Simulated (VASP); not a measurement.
# MgO (I4/mmm) in VASP: notebook, part 2 of 2

VASP 6.6.1. The steps go on from the part before.

## Step 4: Single point, r2SCAN (epitaxial xy strain +2.0%)

File POSCAR:

```
MgO
1.0
    0.0000000000      2.1442107638      2.0779648331
    2.1442107638      0.0000000000      2.0779648331
    2.1442107638      2.1442107638      0.0000000000
Mg O
1 1
Direct
    0.0000000000      0.0000000000      0.0000000000
    0.5000000000      0.5000000000      0.5000000000
```

File INCAR.step1:

```
  PREC = Accurate
  ENCUT = 520
  ISMEAR = 0
  SIGMA = 0.01
  LREAL = False
  LASPH = True
  NELM = 100
  NBANDS = 11
  GGA = PE
  ALGO = Normal
  EDIFF = 1E-4
  LWAVE = True
  LCHARG = False
```

File INCAR.step2:

```
  PREC = Accurate
  ENCUT = 520
  EDIFF = 1E-7
  ISMEAR = 0
  SIGMA = 0.01
  LREAL = False
  LASPH = True
  NELM = 100
  ALGO = Normal
  ISIF = 2
  LWAVE = False
  LCHARG = False
  METAGGA = R2SCAN
  LMIXTAU = True
  NBANDS = 11
  ISTART = 1
```

File KPOINTS:

```
regular mesh
0
Gamma
  10 10 10
```

Potentials or basis: VASP PAW PBE potentials, release 64 (Mg, O).

On the command line:

```
> cat potpaw_PBE.64/Mg/POTCAR potpaw_PBE.64/O/POTCAR > POTCAR
> cp INCAR.step1 INCAR
> mpirun -np 1 vasp_std > vasp.out
> cp INCAR.step2 INCAR
> mpirun -np 1 vasp_std > vasp.out
```

OUTCAR:

```text
PREC = Accurate
   ENCUT = 520
   EDIFF = 1E-7
   ISMEAR = 0
   LREAL = False
   LASPH = True
   NELM = 100
   ISIF = 2
   METAGGA = R2SCAN
   ISTART = 1

 ion  position               nearest neighbor table
   1  0.000  0.000  0.000-   2 2.08   2 2.08   2 2.14   2 2.14   2 2.14   2 2.14
   2  0.500  0.500  0.500-   1 2.08   1 2.08   1 2.14   1 2.14   1 2.14   1 2.14

  LATTYP: Found a body centered tetragonal cell.
 ALAT       =     3.0323719428
 C/A-ratio  =     1.3705210788

  Lattice vectors:

 A1 = (   0.0000000000,  -2.1442107638,  -2.0779648331)
 A2 = (   0.0000000000,   2.1442107638,  -2.0779648331)
 A3 = (   2.1442107638,   0.0000000000,   2.0779648331)

Analysis of symmetry for initial positions (statically):
=====================================================================
 Subroutine PRICEL returns:
 Original cell was already a primitive cell.

 Routine SETGRP: Setting up the symmetry group for a
 body centered tetragonal supercell.

 Subroutine GETGRP returns: Found 16 space group operations
 (whereof 16 operations were pure point group operations)
 out of a pool of 16 trial point group operations.

The static configuration has the point symmetry D_4h.

Analysis of symmetry for dynamics (positions and initial velocities):
=====================================================================
 Subroutine PRICEL returns:
 Original cell was already a primitive cell.

 Routine SETGRP: Setting up the symmetry group for a
 body centered tetragonal supercell.

 Subroutine GETGRP returns: Found 16 space group operations
 (whereof 16 operations were pure point group operations)
 out of a pool of 16 trial point group operations.

The dynamic configuration has the point symmetry D_4h.

 Subroutine INISYM returns: Found 16 space group operations
 (whereof 16 operations are pure point group operations),
 and found     1 'primitive' translations

----------------------------------------------------------------------------------------

                                     Primitive cell
[... 114 lines left out ...]
  Thomas-Fermi vector in A             =   2.359785
   LORBIT       =      0    0 simple, 1 ext, 2 COOP (PROOUT), +10 PAW based schemes
   METAGGA = R2SCAN    functional components
   LHFCALC =     F    Hartree Fock is set to
   AEXX    =    0.0000 exact exchange contribution
   IVDW    =     0    specifies the selected vdW correction
   LEPSILON=     F    determine dielectric tensor
   LRPA    =     F    only Hartree local field effects (RPA)
 non-spin polarized calculation
 Gauss-broadening in eV      SIGMA  =   0.01
  energy-cutoff  :      520.00
  volume of cell :       19.11
 maximum number of plane-waves:       532
 NGX is ok and might be reduce to    24
   NGX = 11   NGY = 11   NGZ = 11

 number of electron       8.0000003 magnetization

 Free energy of the ion-electron system (eV)
  ---------------------------------------------------
  ext. energy  EPLUGINS =         0.00000000
  ---------------------------------------------------
  free energy    TOTEN  =       -16.14326581 eV

  energy without entropy =      -16.14326581  energy(sigma->0) =      -16.14326581

 E-fermi :   2.7529     XC(G=0): -11.4780

 val. band max:        2.6355509385   @ k =   0.0000   0.0000   0.0000
 cond. band min:       7.9838483673   @ k =   0.0000   0.0000   0.0000
 fundamental gap:      5.3482974288
 Fermi energy:         2.7528931709

 k-point     1 :       0.0000    0.0000    0.0000
  band No.  band energies     occupation
      1     -15.4776      2.00000
      2       2.5592      2.00000
      3       2.6356      2.00000
      4       2.6356      2.00000
      5       7.9838      0.00000
      6      19.2146      0.00000
      7      19.2146      0.00000
      8      19.5420      0.00000
      9      23.4062      0.00000
     10      24.6178      0.00000
     11      25.6825      0.00000
[... 309 lines left out ...]
 k-point    24 :       0.4000    0.3000    0.0000
  band No.  band energies     occupation
      1     -14.2783      2.00000
      2      -0.8781      2.00000
      3       1.2802      2.00000
      4       1.4651      2.00000
      5      12.9401      0.00000
      6      13.5010      0.00000
      7      17.4523      0.00000
      8      21.5387      0.00000
      9      21.8090      0.00000
     10      28.3531      0.00000
     11      30.9769      0.00000

 [... further k-points ...]
[... 5 lines left out ...]
  --------------------------------------------------------------------------------------
  -------------------------------------------------------------------------------------
  Total       -0.8633269     -0.8633269     -0.1371927      0.0000000      0.0000000     -0.0000000
  in kB      -72.3906929    -72.3906929    -11.5037210      0.0000000      0.0000000     -0.0000000
  external PRESSURE =     -52.0950356 kB  Pullay stress =       0.0000000 kB

 VOLUME and BASIS-vectors are now :
 -----------------------------------------------------------------------------
  energy-cutoff  :      520.00
  volume of cell :       19.11
      direct lattice vectors                 reciprocal lattice vectors
     0.000000000  2.144210764  2.077964833    -0.233186032  0.233186032  0.240620049
     2.144210764  0.000000000  2.077964833     0.233186032 -0.233186032  0.240620049
     2.144210764  2.144210764  0.000000000     0.233186032  0.233186032 -0.240620049

 POSITION                                       TOTAL-FORCE (eV/Angst)
 -----------------------------------------------------------------------------------
      0.00000      0.00000      0.00000        -0.000000      0.000000      0.000000
      2.14421      2.14421      2.07796         0.000000      0.000000     -0.000000
 -----------------------------------------------------------------------------------
    total drift:                               -0.000000     -0.000000      0.000000

  FREE ENERGIE OF THE ION-ELECTRON SYSTEM (eV)
  ---------------------------------------------------
  free  energy   TOTEN  =       -16.1432658140 eV

  energy  without entropy=      -16.1432658140  energy(sigma->0) =      -16.14326581
```

OUTCAR.step1:

```text
PREC = Accurate
   ENCUT = 520
   ISMEAR = 0
   LREAL = False
   LASPH = True
[... 559 lines left out ...]
      0.00000      0.00000      0.00000         0.000000     -0.000000      0.000000
      2.14421      2.14421      2.07796         0.000000      0.000000     -0.000000
 -----------------------------------------------------------------------------------
    total drift:                               -0.000000     -0.000000      0.000000

  FREE ENERGIE OF THE ION-ELECTRON SYSTEM (eV)
  ---------------------------------------------------
  free  energy   TOTEN  =       -11.9041283844 eV

  energy  without entropy=      -11.9041283844  energy(sigma->0) =      -11.90412838
```

Wall time 2.6 min (1 thread of AMD EPYC 7R13 (Zen 3), shared host); peak memory 0.12 GiB.

Results:

```yaml
Free_energy: -16.1433 eV
Pressure: -5.2 GPa
Band_gap_on_the_k_mesh: 5.35 eV, direct
```

Levels at points of the mesh, in eV from the valence-band top:
```csv
k point,band 1,band 2,band 3,band 4,band 5,band 6,band 7,band 8
"(0.00, 0.00, 0.00)",-18.11,-0.08,0.00,0.00,5.35,16.58,16.58,16.91
"(0.50, 0.00, 0.00)",-16.92,-4.54,-0.70,-0.64,8.62,13.51,16.81,17.55
"(0.50, 0.50, 0.00)",-16.63,-3.96,-1.45,-1.45,9.76,10.77,14.30,19.75
"(0.50, 0.00, 0.50)",-16.71,-4.07,-1.42,-1.22,10.10,10.80,13.87,19.81
```

Caveat: the cell differs from its parent crystal (epitaxial xy strain +2.0%); the PAW data sets were made with another functional, which shifts forces and pressure a little.

## Step 5: Overview

| cell | gap on the mesh (eV) | pressure (GPa) |
| --- | --- | --- |
| a = 2.968, b = 2.968, c = 2.943 Å, angles 60.3, 60.3, 59.5°, 2 atoms | 5.78 | 1.3 |
| a = 2.979, b = 2.979, c = 3.003 Å, angles 59.7, 59.7, 60.5°, 2 atoms | 5.50 | -3.3 |
| a = 2.986, b = 2.986, c = 3.032 Å, angles 59.5, 59.5, 61.0°, 2 atoms | 5.35 | -5.2 |

Alike in all rows: task single point; level r2SCAN; potentials or basis VASP PAW PBE potentials, release 64 (Mg, O); no spin polarisation; k mesh 10 × 10 × 10; cutoff (eV) 520; smearing gaussian 0.01 eV.

Caveats: the PAW data sets were made with another functional, which shifts forces and pressure a little.

Total energies depend on the potentials used, so only differences within one code and one set of settings carry meaning.
